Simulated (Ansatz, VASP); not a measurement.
# TePb2: VASP beside Ansatz

```
CELL_PARAMETERS angstrom
0.00000 3.84458 3.84458
3.84458 0.00000 3.84458
3.84458 3.84458 0.00000
ATOMIC_POSITIONS crystal
Te 0.00000 0.00000 0.00000
Pb 0.25000 0.25000 0.25000
Pb 0.75000 0.75000 0.75000
```

Alike in both runs: functional PBE; k mesh 10 × 10 × 10; occupations gaussian, width 0.1 eV; no spin polarisation.

Ansatz relaxed the structure, and its values are those at the end. VASP's run is a single point on that final structure, the one shown.

|  | VASP | Ansatz |
| --- | --- | --- |
| version | VASP 6.6.1 | Ansatz 0.2.0 |
| potentials or method | VASP PAW PBE potentials, release 64 (Te, Pb_d), cutoff 520 eV | scalar-relativistic, plane waves, PAW |
| valence electrons in the cell | 34 | 44 |

|  | VASP | Ansatz | Ansatz less VASP |
| --- | --- | --- | --- |
| gap on the k mesh at the Fermi level (eV) | none | none | - |
| pressure (GPa) | -0.1 | 0.0 | +0.06 |

A gap of «none» marks a metal or a gap that the smearing closes. With one functional, cell and mesh, what is left measures potentials, basis and numerics. VASP's potentials hold 34 valence electrons a cell and Ansatz's 44, so a difference there can come from the potentials and not from the codes.

Spin-orbit coupling is off throughout.
